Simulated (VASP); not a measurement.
## BaTiO3: relaxation of shape and atoms at fixed volume with PBE

BaTiO3:

```
CELL_PARAMETERS angstrom
2.75016 1.58781 2.24707
-2.75016 1.58781 2.24707
0.00000 -3.17561 2.24707
ATOMIC_POSITIONS crystal
Ba 0.99826 0.99826 0.99826
Ti 0.50418 0.50418 0.50418
O 0.49269 0.49269 0.99088
O 0.49269 0.99088 0.49269
O 0.99088 0.49269 0.49269
```

* Program: VASP 6.6.1
* Task: relaxation of shape and atoms at fixed volume
* Functional: PBE
* Potentials or basis: VASP PAW PBE potentials, release 64 (Ba_sv, Ti_sv, O)
* Cutoff: 600 eV
* k mesh: 6 × 6 × 6
* Occupations: gaussian, width 0.02 eV
* Spin: no spin polarisation
* Dipole correction: no
* Further INCAR settings: ALGO = Normal; EDIFF = 1e-07; IBRION = 2; EDIFFG = -0.01; NSW = 50; ISIF = 4

```json
{
  "Energy gained by relaxing": "1.4 meV/atom",
  "Ionic steps": "9",
  "Pressure after relaxing": "22.1 GPa",
  "Largest force after relaxing": "0.008 eV/Å",
  "Band gap on the k mesh": "1.91 eV (least direct gap 1.96 eV)"
}
```

Forces on the atoms (eV/Å):
```
Ba   0.000  0.000 -0.006
Ti   0.000  0.000  0.001
O    0.000  0.008  0.002
O    0.007 -0.004  0.002
O   -0.007 -0.004  0.002
```

Step by step:
```tsv
step	energy change (eV)	largest force (eV/Å)	pressure (GPa)	volume (Å³)
1	0.0000	0.1690	22.72	58.87
2	-0.0027	0.1165	22.46	58.87
3	-0.0035	0.0869	22.30	58.87
4	-0.0050	0.0610	22.24	58.87
5	-0.0064	0.0498	22.14	58.87
6	-0.0065	0.0331	22.15	58.87
7	-0.0068	0.0084	22.13	58.87
8	-0.0068	0.0081	22.13	58.87
9	-0.0068	0.0082	22.13	58.87
```

Final structure:
```yaml
crystal:
  lattice:
    - [2.75058, 1.58805, 2.24639]
    - [-2.75058, 1.58805, 2.24639]
    - [0.00000, -3.17610, 2.24639]
  atoms:
    - { symbol: Ba, position: [0.99586, 0.99586, 0.99586] }
    - { symbol: Ti, position: [0.49589, 0.49589, 0.49589] }
    - { symbol: O, position: [0.49560, 0.49560, 0.99575] }
    - { symbol: O, position: [0.49560, 0.99575, 0.49560] }
    - { symbol: O, position: [0.99575, 0.49560, 0.49560] }
```

Levels at points of the mesh, in eV from the valence-band top:
```tsv
k point	band 16	band 17	band 18	band 19	band 20	band 21	band 22	band 23	band 24
(0.00, 0.00, 0.00)	-1.24	-1.23	-0.05	-0.05	-0.05	1.91	1.91	1.91	4.50
(0.50, 0.00, 0.00)	-2.05	-1.93	-1.92	-0.70	-0.70	2.11	3.93	3.93	4.53
(0.50, 0.50, 0.00)	-3.01	-1.67	-0.81	-0.81	-0.10	3.94	3.94	4.39	5.50
(0.50, 0.50, 0.50)	-2.34	-2.34	0.00	0.00	0.00	4.71	4.71	4.71	7.12
```

It took 5.4 min on 1 thread of Intel Xeon 8259CL (shared host), peak memory 0.22 GiB.

Caveat: spin-orbit coupling is left out, which moves the levels of the heavy elements. A k mesh can miss the band edges.
